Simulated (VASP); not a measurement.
# TiAl: single point with PBEsol

Crystal: TiAl.

```xyz
2
Lattice="2.8673 0.0000 0.0000 -1.4336 2.4831 0.0000 0.0000 0.0000 4.6781" Properties=species:S:1:pos:R:3 pbc="T T T"
Ti    0.0000    0.0000    0.0000
Al    0.0000    1.6554    2.3390
```

- Program: VASP 6.6.1
- Task: single point
- Functional: PBEsol
- Potentials or basis: VASP PAW PBE potentials, release 64 (Ti_sv, Al)
- Cutoff: 520 eV
- k mesh: 9 × 9 × 5
- Occupations: methfessel-paxton, width 0.01 eV
- Spin: no spin polarisation
- Dipole correction: no
- Further INCAR settings: ALGO = Fast; EDIFF = 1e-06; NBANDS = 14

```
Pressure : -3.2 GPa
```

Stress tensor (GPa, compression positive):
```
-3.47  0.00  0.00
 0.00 -3.47  0.00
 0.00  0.00 -2.72
```

Levels at points of the mesh, in eV from the Fermi level:
```
           k point  band 3  band 4  band 5  band 6  band 7  band 8  band 9  band 10  band 11  band 12
(0.00, 0.00, 0.00)  -32.27  -32.27   -8.97   -2.32   -1.87    1.29    1.29     2.77     2.77     3.88
```

Run time: 36 s on 1 thread of Intel Xeon 6975P-C (shared host), peak memory 0.16 GiB.

Caveat: the PAW data sets were made with another functional, which shifts forces and pressure a little.
